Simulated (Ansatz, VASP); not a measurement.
## Two plane-wave programs on CoSi2

Contents of INCAR:

```
AGGAC    = 1.0          
AGGAX    = 1.0          
ALDAC    = 0.0          
ALDAX    = 1.0          
ALGO     = Normal         # electronic algorithm
EDIFF    = 1E-6           # SCF threshold, eV
ENCUT    = 520            # plane-wave cutoff, eV
GGA      = B5             # functional
ISIF     = 2              # what is computed and relaxed
ISMEAR   = -5             # smearing method
ISPIN    = 2              # spin polarisation
IVDW     = 13             # dispersion correction
LASPH    = True           # aspherical terms in the spheres
LCHARG   = True           # write CHGCAR
LELF     = True           # ELF
LMAXMIX  = 4              # l up to which the mixer works
LORBIT   = 11             # projections on sites
LREAL    = False          # projectors in reciprocal space
LVHAR    = True         
LWAVE    = False          # write WAVECAR
MAGMOM   = 4 0 0          # initial moments
NBANDS   = 20             # bands
NELM     = 150            # most SCF steps
NUPDOWN  = 4.0            # fixed moment
PREC     = Accurate       # precision mode
SIGMA    = 0.05           # smearing width, eV
VDW_A1   = 0.44488865   
VDW_A2   = 4.0933009    
VDW_S6   = 1.0          
VDW_S8   = 2.34076671
```

The input KPOINTS:

```
k-points
0
Gamma
  9 9 9
```

Contents of POSCAR:

```
CoSi2
1.0
    0.0000000000      2.6233315991      2.6233315991
    2.6233315991      0.0000000000      2.6233315991
    2.6233315991      2.6233315991      0.0000000000
Co Si
1 2
Direct
    0.0000000000      0.0000000000      0.0000000000
    0.7500000000      0.7500000000      0.7500000000
    0.2500000000      0.2500000000      0.2500000000
```

The input input.yaml:

```yaml
crystal:
  lattice:
    - [0.0, 2.6233315991, 2.6233315991]
    - [2.6233315991, 0.0, 2.6233315991]
    - [2.6233315991, 2.6233315991, 0.0]
  atoms:
    - { symbol: Co, position: [0.0, 0.0, 0.0], spin: 4.0 }
    - { symbol: Si, position: [0.75, 0.75, 0.75] }
    - { symbol: Si, position: [0.25, 0.25, 0.25] }
hamiltonian:
  xc: blyp
  pseudopotentials: { kind: paw }
  dispersion: d4
magnetization:
  spin_polarized: true
  initial_magnetization: 4.0
  spin_locking: { lock_magnetization: hard }
kpoints:
  mp_grid: { grid: [9, 9, 9] }
scf:
  occupations: { method: tetrahedron }
output:
  forces: true
  stress: true
  write_density: true
  write_potential: true
  elf: true
  volumetric_format: npy
```

Alike in both runs: task single point; functional BLYP; dispersion D4; k mesh 9 × 9 × 9; occupations tetrahedron; collinear spin; fixed moment 4 μB.

```csv
,VASP,Ansatz
version,VASP 6.6.1,Ansatz 0.2.0
potentials or method,"VASP PAW PBE potentials, release 64 (Co, Si)",Ansatz PAW
plane-wave cutoff (eV),520,420
valence electrons in the cell,17,25
```

```tsv
	VASP	Ansatz	Ansatz less VASP
net moment per atom (μB)	1.33	1.33	0.000
size of the moment on the site where the two differ most (μB)	2.27	2.09	-0.185
```

VASP's potentials were made for PBE, not for BLYP. Site moments also hang on the region over which each program counts them. VASP's potentials hold 17 valence electrons a cell and Ansatz's 25, so a difference there can come from the potentials and not from the codes.
